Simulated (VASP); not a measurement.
Crystal: SiSn4.

```
CELL_PARAMETERS angstrom
3.50915 2.02601 3.53603
-3.50915 2.02601 3.53603
0.00000 -4.05202 3.53603
ATOMIC_POSITIONS crystal
Si 0.50000 0.50000 0.50000
Sn 0.00000 0.00000 0.50000
Sn 0.50000 0.00000 0.00000
Sn 0.00000 0.50000 0.00000
Sn 0.00000 0.00000 0.00000
```

```yaml
Program: VASP 6.6.1
Task: relaxation of cell and atoms
Functional: PBE
Potentials_or_basis: VASP PAW PBE potentials, release 64 (Si, Sn_d)
Cutoff: 600 eV
k_mesh: 3 × 3 × 3
Occupations: gaussian, width 0.1 eV
Spin: no spin polarisation
```

At the start: pressure 7.4 GPa; volume 30.17 Å³/atom.

**Question.** How do energy, volume and symmetry change on relaxing?

**Answer.** Over 14 steps the energy falls by 634.2 meV/atom and the volume is 35.02 Å³/atom (+16.1 %); space group R-3m (No. 166, to 0.05 Å).

The path:
```csv
step,energy change (eV),largest force (eV/Å),pressure (GPa),volume (Å³)
1,0.0000,0.0000,7.35,150.84
2,-0.8031,0.0000,-1.18,182.83
3,-0.8029,0.0000,-1.59,185.70
4,-1.2605,0.0000,-1.82,184.17
5,-2.8402,0.0000,-1.19,174.84
6,3.1495,0.0000,29.54,139.81
7,-3.0171,0.0000,-0.36,172.10
8,-3.0805,0.0000,2.61,164.68
9,-3.1350,0.0000,1.23,167.64
10,-3.1331,0.0000,1.50,167.02
11,-3.1306,0.0000,-0.58,181.30
12,-3.1665,0.0000,0.36,173.92
13,-3.1680,0.0000,-0.28,176.04
14,-3.1709,0.0000,-0.02,175.08
```

Final structure:
```
Si Sn
1.0
     3.06929    1.77205    5.36506
    -3.06929    1.77205    5.36506
     0.00000   -3.54411    5.36506
Si Sn
1 4
Direct
  0.50000 0.50000 0.50000
  0.00000 0.00000 0.50000
  0.50000 0.00000 0.00000
  0.00000 0.50000 0.00000
  0.00000 0.00000 0.00000
```

Caveat: the k points lie up to 0.41 Å⁻¹ apart in the final cell; the volume moved by over 15 % at a fixed basis, so the end points are rough.
